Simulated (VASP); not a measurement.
Input of a VASP 6.6.1 run:

File POSCAR:

```
GaP
1.0
    3.4566600000      0.0000000000      0.0000000000
    0.0000000000      3.4566600000      0.0000000000
    0.0000000000      0.0000000000      2.8025600000
Ga P
1 1
Direct
    0.0000000000      0.0000000000      0.0000000000
    0.5000000000      0.5000000000      0.5000000000
```

The input INCAR.step1:

```
  PREC = Accurate
  ENCUT = 520
  EDIFF = 1E-5
  ISMEAR = -1
  SIGMA = 0.05
  LREAL = F
  LASPH = T
  NELM = 80
  ALGO = Normal
  ISIF = 2
  LWAVE = T
  LCHARG = F
  GGA = PE
  NBANDS = 16
```

File INCAR.step2:

```
  PREC = Accurate
  ENCUT = 520
  EDIFF = 1E-7
  ISMEAR = -1
  SIGMA = 0.05
  LREAL = F
  LASPH = T
  NELM = 80
  ALGO = Normal
  ISIF = 2
  LWAVE = F
  LCHARG = F
  GGA = PE
  LHFCALC = T
  AEXX = 0.25
  HFSCREEN = 0.3
  PRECFOCK = Normal
  ISTART = 1
  NBANDS = 16
```

File KPOINTS:

```
Automatic mesh
0
Gamma
  4 4 5
```

Potentials or basis: VASP PAW PBE potentials, release 64 (Ga_d, P).

Launch:

```console
$ cat potpaw_PBE.64/Ga_d/POTCAR potpaw_PBE.64/P/POTCAR > POTCAR
$ cp INCAR.step1 INCAR
$ mpirun -np 1 vasp_std > vasp.out
$ cp INCAR.step2 INCAR
$ mpirun -np 1 vasp_std > vasp.out
```

Predict the pressure.

-0.8 GPa.

Estimate the band gap on the k mesh.

zero (bands 9 and 10 overlap by 6.15 eV).

Stress tensor (GPa, compression positive):
```
-7.28  0.00  0.00
 0.00 -7.28  0.00
 0.00  0.00 12.19
```

Caveat: the k points lie up to 0.45 Å⁻¹ apart, too coarse for converged energies and pressures of a metal; the PAW data sets were made with another functional, which shifts forces and pressure a little.
